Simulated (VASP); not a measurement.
A run of VASP 6.6.1 is set up as follows.

INCAR

```
ALGO = Normal
DIPOL = 0.5 0.5 0.289
EDIFF = 1E-6
ENCUT = 520
GGA = PE
IDIPOL = 3
ISIF = 2
ISMEAR = 0
IVDW = 12
LASPH = True
LCHARG = False
LDIPOL = True
LREAL = False
LWAVE = False
NBANDS = 13
NELM = 100
PREC = Accurate
SIGMA = 0.1
```

File KPOINTS:

```
k-points
0
Gamma
  20 20 1
```

Contents of POSCAR:

```
Se
1.0
    2.6282696984      0.0000000000      0.0000000000
    0.0000000000      2.6282696984      0.0000000000
    0.0000000000      0.0000000000     31.1499997600
Se
2
Direct
    0.5000000000      0.5000000000      0.2348353361
    0.5000000000      0.5000000000      0.3430137855
```

Potentials or basis: VASP PAW PBE potentials, release 64 (Se).

Command:

```bash
$ cat potpaw_PBE.64/Se/POTCAR > POTCAR
$ mpirun -np 1 vasp_std > vasp.out
```

(1) Estimate the largest force.

(2) Estimate the dispersion energy per atom.

(3) What does it give for the band gap on the k mesh?

## Answers

(1) 0.031 eV/Å.

(2) -0.260 eV.

(3) zero (band 6 reaches 0.36 eV, above the bottom of band 7 at -5.20 eV).
